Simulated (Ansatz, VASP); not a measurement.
One calculation of HfZrS4, two programs

File INCAR:

```
SYSTEM = HfZrS4
PREC = Accurate ; ENCUT = 600
EDIFF = 1E-7 ; ISMEAR = 0
SIGMA = 0.1 ; LREAL = .False.
LASPH = .True. ; NELM = 100
ALGO = Normal ; ISIF = 3
LWAVE = .False. ; LCHARG = .False.
GGA = PE ; IBRION = 2
NSW = 90 ; EDIFFG = -0.04
```

KPOINTS

```
regular mesh
0
Gamma
  6 6 2
  0 0 0
```

Contents of POSCAR:

```
HfZrS4
1.0
    3.5688148600      0.0000000000      0.0000000000
   -1.7844074300      3.0906843300      0.0000000000
    0.0000000000      0.0000000000     11.8753710700
Zr Hf S
1 1 4
Direct
    0.0000000000      0.0000000000      0.0000000000
    0.0000000000      0.0000000000      0.5000000000
    0.6666666700      0.3333333300      0.3819760400
    0.6666666700      0.3333333300      0.8819760400
    0.3333333300      0.6666666700      0.1180239600
    0.3333333300      0.6666666700      0.6180239600
```

Input for Ansatz:

```yaml
crystal:
  lattice:
    - [3.56881486, 0.0, 0.0]
    - [-1.78440743, 3.09068433, 0.0]
    - [0.0, 0.0, 11.87537107]
  atoms:
    - { symbol: Zr, position: [0.0, 0.0, 0.0] }
    - { symbol: Hf, position: [0.0, 0.0, 0.5] }
    - { symbol: S, position: [0.66666667, 0.33333333, 0.38197604] }
    - { symbol: S, position: [0.66666667, 0.33333333, 0.88197604] }
    - { symbol: S, position: [0.33333333, 0.66666667, 0.11802396] }
    - { symbol: S, position: [0.33333333, 0.66666667, 0.61802396] }
basis:
  ecutwfc: 420
kpoints:
  mp_grid: { grid: [6, 6, 2] }
hamiltonian:
  xc: pbe
scf:
  occupations: { method: gaussian, width: 0.1 }
  lower_state_search: "off"
output:
  forces: true
  stress: true
  eigenvalues: true
relax:
  adjacent_minimum: "off"
  f_tol: 0.04
  max_steps: 70
  cell: { stress_tol: 0.4 }
```

Alike in both runs: task relaxation of cell and atoms; functional PBE; k mesh 6 × 6 × 2; occupations gaussian, width 0.1 eV; no spin polarisation.

|  | VASP | Ansatz |
| --- | --- | --- |
| version | VASP 6.6.1 | Ansatz 0.2.0 |
| potentials or method | VASP PAW PBE potentials, release 64 (Zr_sv, Hf_pv, S), cutoff 600 eV | scalar-relativistic, plane waves, PAW |
| valence electrons in the cell | 46 | 62 |

Ansatz gave:

- gap on the k mesh at the Fermi level, each at its own relaxed structure (eV): 1.12
- relaxed volume (Å³/atom): 25.42
- relaxed length of the cell vector where the two differ most in proportion (Å): 13.084

Q: Which values does VASP return?

A: gap on the k mesh at the Fermi level, each at its own relaxed structure (eV): 1.12; relaxed volume (Å³/atom): 25.83; relaxed length of the cell vector where the two differ most in proportion (Å): 13.311.

VASP's potentials hold 46 valence electrons a cell and Ansatz's 62, so a difference there can come from the potentials and not from the codes.

Spin-orbit coupling is off throughout. Noted on VASP's run: the volume moved by over 15 % at a fixed basis, so the end points are rough.
